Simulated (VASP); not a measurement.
Set up this calculation in VASP 6.6.1, as the native input.

* Task: single point
* Functional: r2SCAN
* Potentials or basis: VASP PAW PBE potentials, release 64 (Be, C)
* Cutoff: 660 eV
* k mesh: 10 × 10 × 10
* Occupations: fermi-dirac, width 0.02 eV
* Spin: no spin polarisation
* Dipole correction: no
* Further INCAR settings: ALGO = Normal; EDIFF = 1e-06; NBANDS = 11

The system is Be2C.

```xyz
3
Lattice="0.0000 2.1605 2.1605 2.1605 0.0000 2.1605 2.1605 2.1605 0.0000" Properties=species:S:1:pos:R:3 pbc="T T T"
Be    3.2407    3.2407    3.2407
Be    1.0802    1.0802    1.0802
C     0.0000    0.0000    0.0000
```

One way to write it, as run:

POSCAR

```
Be2C
1.0
    0.0000000000      2.1604856457      2.1604856457
    2.1604856457      0.0000000000      2.1604856457
    2.1604856457      2.1604856457      0.0000000000
Be C
2 1
Direct
    0.7500000000      0.7500000000      0.7500000000
    0.2500000000      0.2500000000      0.2500000000
    0.0000000000      0.0000000000      0.0000000000
```

INCAR.step1

```
SYSTEM = Be2C
ALGO = Normal
EDIFF = 1E-5
ENCUT = 660
GGA = PE
GGA_COMPAT = .False.
ISMEAR = -1
LASPH = .True.
LCHARG = .False.
LREAL = .False.
LWAVE = .True.
NBANDS = 11
NELM = 120
PREC = Accurate
SIGMA = 0.02
```

INCAR.step2

```
SYSTEM = Be2C
ALGO = Normal
EDIFF = 1E-6
ENCUT = 660
GGA_COMPAT = .False.
ISIF = 2
ISMEAR = -1
ISTART = 1
LASPH = .True.
LCHARG = .False.
LMIXTAU = .True.
LREAL = .False.
LWAVE = .False.
METAGGA = R2SCAN
NBANDS = 11
NELM = 120
PREC = Accurate
SIGMA = 0.02
```

KPOINTS

```
k-points
0
Gamma
  10 10 10
  0 0 0
```

Potentials or basis: VASP PAW PBE potentials, release 64 (Be, C).

Launch:

```console
$ cat potpaw_PBE.64/Be/POTCAR potpaw_PBE.64/C/POTCAR > POTCAR
$ cp INCAR.step1 INCAR
$ mpirun -np 1 vasp_std > vasp.out
$ cp INCAR.step2 INCAR
$ mpirun -np 1 vasp_std > vasp.out
```

Results of the run:

```yaml
Pressure: 0.8 GPa
Band_gap_on_the_k_mesh: 1.53 eV, indirect (least direct gap 4.63 eV)
```

Caveat: the PAW data sets were made with another functional, which shifts forces and pressure a little.

Run time: 36 s on 1 thread of Intel(R) Xeon(R) 6975P-C (Granite Rapids), on a shared host, peak memory 0.16 GiB.
